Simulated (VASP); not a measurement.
A run of VASP 6.6.1:

INCAR

```
SYSTEM = SiC
ALGO = Normal
EDIFF = 1E-6
ENCUT = 600
GGA = PE
GGA_COMPAT = .FALSE.
ISIF = 2
ISMEAR = -1
LASPH = .TRUE.
LCHARG = .FALSE.
LREAL = .FALSE.
LWAVE = .FALSE.
NBANDS = 11
NELM = 120
PREC = Accurate
SIGMA = 0.05
```

File KPOINTS:

```
k-points
0
G
  10 10 10
  0 0 0
```

File POSCAR:

```
SiC
1.0
    0.0000000000      2.1086428328      2.1086428328
    2.1086428328      0.0000000000      2.1086428328
    2.1086428328      2.1086428328      0.0000000000
Si C
1 1
Direct
    0.0000000000      0.0000000000      0.0000000000
    0.7500000000      0.7500000000      0.7500000000
```

Potentials or basis: VASP PAW PBE potentials, release 64 (Si, C).

Launch:

```console
$ cat potpaw_PBE.64/Si/POTCAR potpaw_PBE.64/C/POTCAR > POTCAR
$ mpirun -np 1 vasp_std > vasp.out
```

Hardware: 1 thread of AMD EPYC 9R45 96-Core Processor (Zen 5), on a shared host.

Q: How long does it take, and how much memory?

A: It took 6.3 s on 1 thread of AMD EPYC 9R45 96-Core Processor (Zen 5), on a shared host, peak memory 0.11 GiB. Counts: scf iterations 12, k points 47.
